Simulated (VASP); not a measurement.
# MgO in VASP: further runs, part 2 of 2

VASP 6.6.1. Earlier steps stand in the parts before.

### 5 Single point, r2SCAN (strain along [111] -3.3%)

POSCAR reads:

```
MgO
1.0
    2.5942299532     -0.0291191753     -0.0291191753
   -0.0291191753      2.5942299532     -0.0291191753
   -0.0291191753     -0.0291191753      2.5942299532
Mg O
1 1
Direct
    0.0000000000      0.0000000000      0.0000000000
    0.5000000000      0.5000000000      0.5000000000
```

INCAR.step1 reads:

```
ALGO     = Normal         # electronic algorithm
EDIFF    = 1E-4           # SCF threshold, eV
ENCUT    = 520            # plane-wave cutoff, eV
GGA      = PE             # functional
ISMEAR   = 0              # smearing method
LASPH    = T              # aspherical terms in the spheres
LCHARG   = F              # write CHGCAR
LREAL    = F              # projectors in reciprocal space
LWAVE    = T              # write WAVECAR
NBANDS   = 11             # bands
NELM     = 60             # most SCF steps
PREC     = Accurate       # precision mode
SIGMA    = 0.01           # smearing width, eV
```

INCAR.step2 reads:

```
ALGO     = Normal         # electronic algorithm
EDIFF    = 1E-7           # SCF threshold, eV
ENCUT    = 520            # plane-wave cutoff, eV
ISIF     = 2              # what is computed and relaxed
ISMEAR   = 0              # smearing method
ISTART   = 1            
LASPH    = T              # aspherical terms in the spheres
LCHARG   = F              # write CHGCAR
LMIXTAU  = T            
LREAL    = F              # projectors in reciprocal space
LWAVE    = F              # write WAVECAR
METAGGA  = R2SCAN         # meta-GGA
NBANDS   = 11             # bands
NELM     = 60             # most SCF steps
PREC     = Accurate       # precision mode
SIGMA    = 0.01           # smearing width, eV
```

KPOINTS reads:

```
k-points
0
Gamma
  10 10 10
```

Potentials or basis: VASP PAW PBE potentials, release 64 (Mg, O).

On the command line:

```console
$ cat potpaw_PBE.64/Mg/POTCAR potpaw_PBE.64/O/POTCAR > POTCAR
$ cp INCAR.step1 INCAR
$ mpirun -np 1 vasp_std > vasp.out
$ cp INCAR.step2 INCAR
$ mpirun -np 1 vasp_std > vasp.out
```

OUTCAR:

```text
EDIFF = 1E-7
   ENCUT = 520
   ISIF = 2
   ISMEAR = 0
   ISTART = 1
   LASPH = T
   LREAL = F
   METAGGA = R2SCAN
   NELM = 60
   PREC = Accurate

 ion  position               nearest neighbor table
   1  0.000  0.000  0.000-   2 2.20   2 2.20   2 2.26   2 2.26   2 2.26   2 2.26   2 2.26   2 2.26

   2  0.500  0.500  0.500-   1 2.20   1 2.20   1 2.26   1 2.26   1 2.26   1 2.26   1 2.26   1 2.26

  LATTYP: Found a trigonal (rhomboedric) cell.
 ALAT       =     2.5945567835
 COS(alpha) =    -0.0223175708

  Lattice vectors:

 A1 = (   2.5942299532,  -0.0291191753,  -0.0291191753)
 A2 = (  -0.0291191753,   2.5942299532,  -0.0291191753)
 A3 = (  -0.0291191753,  -0.0291191753,   2.5942299532)

Analysis of symmetry for initial positions (statically):
=====================================================================
 Subroutine PRICEL returns:
 Original cell was already a primitive cell.

 Routine SETGRP: Setting up the symmetry group for a
 trigonal (rhombohedral) supercell.

 Subroutine GETGRP returns: Found 12 space group operations
 (whereof 12 operations were pure point group operations)
 out of a pool of 12 trial point group operations.

The static configuration has the point symmetry D_3d.

Analysis of symmetry for dynamics (positions and initial velocities):
=====================================================================
 Subroutine PRICEL returns:
 Original cell was already a primitive cell.

 Routine SETGRP: Setting up the symmetry group for a
 trigonal (rhombohedral) supercell.

 Subroutine GETGRP returns: Found 12 space group operations
 (whereof 12 operations were pure point group operations)
 out of a pool of 12 trial point group operations.

The dynamic configuration has the point symmetry D_3d.

 Subroutine INISYM returns: Found 12 space group operations
 (whereof 12 operations are pure point group operations),
 and found     1 'primitive' translations

[... 117 lines left out ...]
  Thomas-Fermi vector in A             =   2.395685
   LORBIT       =      0    0 simple, 1 ext, 2 COOP (PROOUT), +10 PAW based schemes
   METAGGA = R2SCAN    functional components
   LHFCALC =     F    Hartree Fock is set to
   AEXX    =    0.0000 exact exchange contribution
   IVDW    =     0    specifies the selected vdW correction
   LEPSILON=     F    determine dielectric tensor
   LRPA    =     F    only Hartree local field effects (RPA)
 non-spin polarized calculation
 Gauss-broadening in eV      SIGMA  =   0.01
  energy-cutoff  :      520.00
  volume of cell :       17.45
 maximum number of plane-waves:       480
   NGX =  9   NGY =  9   NGZ =  9

 number of electron       8.0000006 magnetization

 Free energy of the ion-electron system (eV)
  ---------------------------------------------------
  ext. energy  EPLUGINS =         0.00000000
  ---------------------------------------------------
  free energy    TOTEN  =       -14.52540784 eV

  energy without entropy =      -14.52540784  energy(sigma->0) =      -14.52540784

 E-fermi :   5.2011     XC(G=0): -12.0596

 val. band max:        5.1196291492   @ k =   0.5000   0.5000  -0.0000
 cond. band min:       8.9187077945   @ k =   0.0000   0.0000   0.0000
 fundamental gap:      3.7990786453
 Fermi energy:         5.2010607062

 k-point     1 :       0.0000    0.0000    0.0000
  band No.  band energies     occupation
      1     -14.6944      2.00000
      2       3.9012      2.00000
      3       4.0944      2.00000
      4       4.0944      2.00000
      5       8.9187      0.00000
      6      16.6739      0.00000
      7      16.6739      0.00000
      8      27.3614      0.00000
      9      27.3614      0.00000
     10      28.1329      0.00000
     11      34.3595      0.00000
[... 309 lines left out ...]
 k-point    24 :       0.4000    0.3000    0.0000
  band No.  band energies     occupation
      1     -12.9302      2.00000
      2      -0.2791      2.00000
      3       1.2345      2.00000
      4       4.8388      2.00000
      5      13.3458      0.00000
      6      16.2220      0.00000
      7      18.6888      0.00000
      8      23.1015      0.00000
      9      25.7529      0.00000
     10      27.2228      0.00000
     11      29.8988      0.00000

 [... further k-points ...]
[... 5 lines left out ...]
  --------------------------------------------------------------------------------------
  -------------------------------------------------------------------------------------
  Total        0.5034168      0.5034168      0.5034168     -0.1251013     -0.1251013     -0.1251013
  in kB       46.2144991     46.2144991     46.2144991    -11.4845105    -11.4845105    -11.4845105
  external PRESSURE =      46.2144991 kB  Pullay stress =       0.0000000 kB

 VOLUME and BASIS-vectors are now :
 -----------------------------------------------------------------------------
  energy-cutoff  :      520.00
  volume of cell :       17.45
      direct lattice vectors                 reciprocal lattice vectors
     2.594229953 -0.029119175 -0.029119175     0.385569100  0.004376986  0.004376986
    -0.029119175  2.594229953 -0.029119175     0.004376986  0.385569100  0.004376986
    -0.029119175 -0.029119175  2.594229953     0.004376986  0.004376986  0.385569100

 POSITION                                       TOTAL-FORCE (eV/Angst)
 -----------------------------------------------------------------------------------
      0.00000      0.00000      0.00000        -0.000000      0.000000      0.000000
      1.26800      1.26800      1.26800         0.000000     -0.000000      0.000000
 -----------------------------------------------------------------------------------
    total drift:                                0.000000      0.000000      0.000000

  FREE ENERGIE OF THE ION-ELECTRON SYSTEM (eV)
  ---------------------------------------------------
  free  energy   TOTEN  =       -14.5254078433 eV

  energy  without entropy=      -14.5254078433  energy(sigma->0) =      -14.52540784
```

OSZICAR.step1:

```text
N       E                     dE             d eps       ncg     rms          rms(c)
DAV:   1     0.161395784284E+02    0.16140E+02   -0.45848E+03  2872   0.647E+02
DAV:   2    -0.114436160449E+02   -0.27583E+02   -0.26757E+02  3052   0.138E+02
DAV:   3    -0.120146143375E+02   -0.57100E+00   -0.57052E+00  2974   0.172E+01
DAV:   4    -0.120157431713E+02   -0.11288E-02   -0.11288E-02  2784   0.889E-01
DAV:   5    -0.120157462751E+02   -0.31038E-05   -0.31038E-05  2867   0.452E-02    0.708E+00
DAV:   6    -0.104235450480E+02    0.15922E+01   -0.81923E+00  2588   0.159E+01    0.212E+00
DAV:   7    -0.103860304942E+02    0.37515E-01   -0.60024E-02  2810   0.214E+00    0.130E+00
DAV:   8    -0.103610584805E+02    0.24972E-01   -0.33537E-02  2710   0.189E+00    0.220E-01
DAV:   9    -0.103608213826E+02    0.23710E-03   -0.31987E-04  2900   0.132E-01    0.138E-01
DAV:  10    -0.103607661315E+02    0.55251E-04   -0.23935E-04  2358   0.131E-01
   1 F= -.10360766E+02 E0= -.10360766E+02  d E =-.173745E-57
```

Run time: 72 s. Hardware: 1 thread of Intel Xeon Platinum 8488C (Sapphire Rapids), shared host; peak memory 0.15 GiB.

Results:

```yaml
Free_energy: -14.5254 eV
Pressure: 4.6 GPa
Band_gap_on_the_k_mesh: 3.80 eV, indirect (least direct gap 4.82 eV)
```

Levels at points of the mesh, in eV from the valence-band top:
```csv
k point,band 2,band 3,band 4,band 5,band 6,band 7
"(0.00, 0.00, 0.00)",-1.22,-1.03,-1.03,3.80,11.55,11.55
"(0.50, 0.00, 0.00)",-6.81,-0.69,-0.54,8.33,11.04,16.04
"(0.50, 0.50, 0.00)",-5.09,-4.94,0.00,6.04,13.66,14.08
"(0.50, 0.50, 0.50)",-3.98,-3.98,-3.87,8.35,8.35,9.10
```

Caveat: the cell differs from its parent crystal (strain along [111] -3.3%); the PAW data sets were made with another functional, which shifts forces and pressure a little.

### 6 Overview

```tsv
level	cell	smearing	gap on the mesh (eV)	pressure (GPa)
PBE	a = 2.595 Å, angles 91.3°, 2 atoms	fermi-dirac 0.02 eV	2.95	11.5
PBE	a = 2.609 Å, angles 92.7°, 2 atoms	fermi-dirac 0.02 eV	2.85	9.5
PBE	a = 2.592, b = 2.592, c = 2.616 Å, 2 atoms	fermi-dirac 0.02 eV	2.84	10.1
r2SCAN	a = 2.595 Å, angles 91.3°, 2 atoms	gaussian 0.01 eV	3.80	4.6
```

Alike in all rows: task single point; potentials or basis VASP PAW PBE potentials, release 64 (Mg, O); no spin polarisation; k mesh 10 × 10 × 10; cutoff (eV) 520.

Caveats: the PAW data sets were made with another functional, which shifts forces and pressure a little (some runs).

Absolute energies hang on the potentials; compare differences alone.
